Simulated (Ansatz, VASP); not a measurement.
## Two plane-wave programs on C

The input INCAR:

```
SYSTEM = C
  ALGO = Normal
  EDIFF = 1E-6
  ENCUT = 520
  GGA = RP
  ISIF = 2
  ISMEAR = -1
  IVDW = 12
  LASPH = .True.
  LCHARG = .False.
  LREAL = .False.
  LWAVE = .False.
  NBANDS = 26
  NELM = 80
  PREC = Accurate
  SIGMA = 0.05
```

File KPOINTS:

```
k-points
0
Gamma
  12 12 4
  0 0 0
```

The input POSCAR:

```
C
1.0
    2.5051726443      0.0000000000      0.0000000000
   -1.2525863222      2.1695431509      0.0000000000
    0.0000000000      0.0000000000      8.1818157839
C
8
Direct
    0.6666666667      0.3333333333      0.8437500000
    0.3333333333      0.6666666667      0.3437500000
    0.6666666667      0.3333333333      0.6562500000
    0.3333333333      0.6666666667      0.1562500000
    0.0000000000      0.0000000000      0.9062500000
    0.0000000000      0.0000000000      0.4062500000
    0.0000000000      0.0000000000      0.5937500000
    0.0000000000      0.0000000000      0.0937500000
```

Contents of input.yaml:

```yaml
crystal:
  lattice:
    - [2.5051726443, 0.0, 0.0]
    - [-1.2525863222, 2.1695431509, 0.0]
    - [0.0, 0.0, 8.1818157839]
  atoms:
    - { symbol: C, position: [0.6666666667, 0.3333333333, 0.84375] }
    - { symbol: C, position: [0.3333333333, 0.6666666667, 0.34375] }
    - { symbol: C, position: [0.6666666667, 0.3333333333, 0.65625] }
    - { symbol: C, position: [0.3333333333, 0.6666666667, 0.15625] }
    - { symbol: C, position: [0.0, 0.0, 0.90625] }
    - { symbol: C, position: [0.0, 0.0, 0.40625] }
    - { symbol: C, position: [0.0, 0.0, 0.59375] }
    - { symbol: C, position: [0.0, 0.0, 0.09375] }
hamiltonian:
  xc: rpbe
  pseudopotentials: { kind: paw }
  dispersion: d3bj
kpoints:
  mp_grid: { grid: [12, 12, 4] }
scf:
  occupations: { method: fermi_dirac, width: 0.05 }
output:
  forces: true
  stress: true
  eigenvalues: true
  write_density: true
  write_potential: true
  elf: true
  volumetric_format: npy
```

Alike in both runs: task single point; functional RPBE; dispersion D3(BJ); k mesh 12 × 12 × 4; occupations fermi-dirac, width 0.05 eV; no spin polarisation.

|  | VASP | Ansatz |
| --- | --- | --- |
| version | VASP 6.6.1 | Ansatz 0.2.0 |
| potentials or method | VASP PAW PBE potentials, release 64 (C) | Ansatz PAW |
| plane-wave cutoff (eV) | 520 | 420 |
| valence electrons in the cell | 32 | 32 |

Ansatz gave:

| Item | Value |
| --- | --- |
| gap on the k mesh at the Fermi level (eV) | 4.47 |
| least direct gap on the mesh (eV) | 5.24 |
| pressure (GPa) | -1.5 |
| traceless stress, the component that is largest in VASP (GPa) | 8.70 |
| rms of the force components (eV/Å) | 0.196 |

What did VASP give for the same quantities?

gap on the k mesh at the Fermi level (eV): 4.46; least direct gap on the mesh (eV): 5.23; pressure (GPa): -0.8; traceless stress, the component that is largest in VASP (GPa): 8.70; rms of the force components (eV/Å): 0.196.

VASP's potentials were made for PBE, not for RPBE. Atom by atom the forces differ by 0.001 eV/Å (rms over components).
